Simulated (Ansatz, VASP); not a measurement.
Two plane-wave programs on Bi

INCAR

```
ALGO = Normal
EDIFF = 1E-6
EDIFFG = -0.01
ENCUT = 600
GGA = PE
IBRION = 2
ISIF = 3
ISMEAR = -1
LASPH = T
LCHARG = F
LREAL = F
LWAVE = F
NELM = 60
NSW = 80
PREC = Accurate
SIGMA = 0.1
```

Contents of KPOINTS:

```
k-points
0
Gamma
  11 11 11
```

POSCAR

```
Bi
1.0
    0.0000000000      2.5158775227      2.5158775227
    2.5158775227      0.0000000000      2.5158775227
    2.5158775227      2.5158775227      0.0000000000
Bi
1
Direct
    0.0000000000      0.0000000000      0.0000000000
```

Input for Ansatz:

```yaml
crystal:
  lattice:
    - [0.0, 2.5158775227, 2.5158775227]
    - [2.5158775227, 0.0, 2.5158775227]
    - [2.5158775227, 2.5158775227, 0.0]
  atoms:
    - { symbol: Bi, position: [0.0, 0.0, 0.0] }
hamiltonian:
  xc: pbe
  pseudopotentials:
    kind: paw
    azcp:
      Bi: "pseudopotentials/Bi.paw.azcp"
basis:
  ecutwfc: 420
  fft_grid_basis: typed
kpoints:
  mp_grid: { grid: [11, 11, 11], shift: [0, 0, 0] }
magnetization:
  spin_polarized: false
scf:
  occupations: { method: fermi_dirac, width: 0.1 }
relax:
  max_steps: 60
  f_tol: 0.01
  cell: {}
output:
  write_density: true
  write_potential: true
  elf: true
  volumetric_format: npy
```

Alike in both runs: task relaxation of cell and atoms; functional PBE; k mesh 11 × 11 × 11; occupations fermi-dirac, width 0.1 eV; no spin polarisation.

|  | VASP | Ansatz |
| --- | --- | --- |
| version | VASP 6.6.1 | Ansatz 0.2.0 |
| potentials or method | VASP PAW PBE potentials, release 64 (Bi_d), cutoff 600 eV | plane waves (420 eV) with PAW, scalar-relativistic |
| valence electrons in the cell | 15 | 15 |

```tsv
	VASP	Ansatz	Ansatz less VASP
relaxed volume (Å³/atom)	31.87	31.85	-0.019
relaxed cell length with the largest relative difference (Å)	3.559	3.558	-0.0007
```

Spin-orbit coupling is off throughout.
